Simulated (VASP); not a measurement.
Si9Cl2O16, 27 atoms in the cell. The cell holds a slab with vacuum, 27 atoms: a = 5.846 Å, b = 5.308 Å, c = 15.710 Å, α = 90.00°, β = 90.00°, γ = 90.00°. 

```yaml
Program: VASP 6.6.1
Task: single point
Functional: PBEsol
Potentials_or_basis: VASP PAW PBE potentials, release 64 (Si, O, Cl)
Cutoff: 520 eV
k_mesh: 2 × 2 × 1
Occupations: fermi-dirac, width 0.05 eV
Spin: no spin polarisation
Dipole_correction: no
Further_INCAR_settings: LREAL = Auto; ALGO = Normal; EDIFF = 1e-06; NBANDS = 92
```

Potentials or basis: VASP PAW PBE potentials, release 64 (Si, O, Cl).

Command:

```bash
$ cat potpaw_PBE.64/Si/POTCAR potpaw_PBE.64/O/POTCAR potpaw_PBE.64/Cl/POTCAR > POTCAR
$ mpirun -np 1 vasp_std > vasp.out
```

Hardware: 1 thread of Intel(R) Xeon(R) 6975P-C (Granite Rapids) (shared host).

Task: How long does it take, and how much memory?

Result: Wall time 4.7 min on 1 thread of Intel(R) Xeon(R) 6975P-C (Granite Rapids), with other jobs on the host, peak memory 0.53 GiB. Counts: scf iterations 27, k points 4.
